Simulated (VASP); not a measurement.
The system is ScB2P3.

```
CELL_PARAMETERS angstrom
2.60137 1.50190 4.21386
-2.60137 1.50190 4.21386
0.00000 -3.00380 4.21386
ATOMIC_POSITIONS crystal
Sc 0.50000 0.50000 0.50000
B 0.12443 0.12443 0.12443
B 0.87557 0.87557 0.87557
P 0.50000 0.00000 0.50000
P 0.00000 0.50000 0.50000
P 0.50000 0.50000 0.00000
```

The cell was generated, and may not be a known phase.

- Program: VASP 6.6.1
- Task: relaxation of cell and atoms
- Functional: PBE
- Potentials or basis: VASP PAW PBE potentials, release 64 (Sc_sv, B, P)
- Cutoff: 600 eV
- k mesh: 6 × 6 × 6
- Occupations: gaussian, width 0.1 eV
- Spin: no spin polarisation

At the start: pressure -5.6 GPa; volume 16.46 Å³/atom.

Task: How do energy, volume and symmetry change on relaxing?

Result: Over 29 steps the energy falls by 564.2 meV/atom and the volume is 14.69 Å³/atom (-10.8 %); space group R-3m (No. 166, to 0.1 Å) before and after.

The path:
```tsv
step	energy change (eV)	largest force (eV/Å)	pressure (GPa)	volume (Å³)
1	0.0000	0.2144	-5.64	98.78
2	-0.2135	0.2400	-0.50	90.72
3	-0.2236	0.2501	1.07	88.86
4	-0.2879	0.2451	0.94	88.53
5	-0.3456	0.2682	0.86	87.74
6	-0.3349	0.7121	2.82	85.53
7	-0.4148	0.7993	0.35	88.03
8	-0.4647	0.8014	-1.87	90.75
9	-0.4446	0.5884	-5.27	96.23
10	-0.4805	0.7663	-2.93	92.28
11	-0.5500	0.7122	-2.61	92.25
12	-0.6432	0.6578	-1.86	92.16
13	-0.7204	0.7946	0.39	91.83
14	-0.8129	0.9670	0.28	91.91
15	-1.1833	1.3050	-0.42	92.14
16	-1.9065	0.9824	-2.43	92.61
17	-2.3203	0.7336	1.71	93.56
18	-2.3787	0.2891	-2.29	93.17
19	-2.4100	0.0775	-1.50	93.28
20	-2.8451	0.5526	0.73	91.59
21	-2.9315	1.2929	3.18	90.57
22	-3.1523	1.0199	-0.70	93.79
23	-3.1794	0.8660	-2.03	95.32
24	-3.2769	0.6558	-1.54	93.11
25	-3.3733	0.0902	1.33	87.10
26	-3.3770	0.1812	0.73	88.05
27	-3.3805	0.1373	-1.06	89.00
28	-3.3848	0.0075	-0.32	88.59
29	-3.3853	0.0012	0.09	88.12
```

Final structure:
```
CELL_PARAMETERS angstrom
2.34524 1.35403 4.62513
-2.34524 1.35403 4.62513
0.00000 -2.70805 4.62513
ATOMIC_POSITIONS crystal
Sc 0.50000 0.50000 0.50000
B 0.21696 0.21696 0.21696
B 0.78304 0.78304 0.78304
P 0.50000 0.00000 0.50000
P 0.00000 0.50000 0.50000
P 0.50000 0.50000 0.00000
```
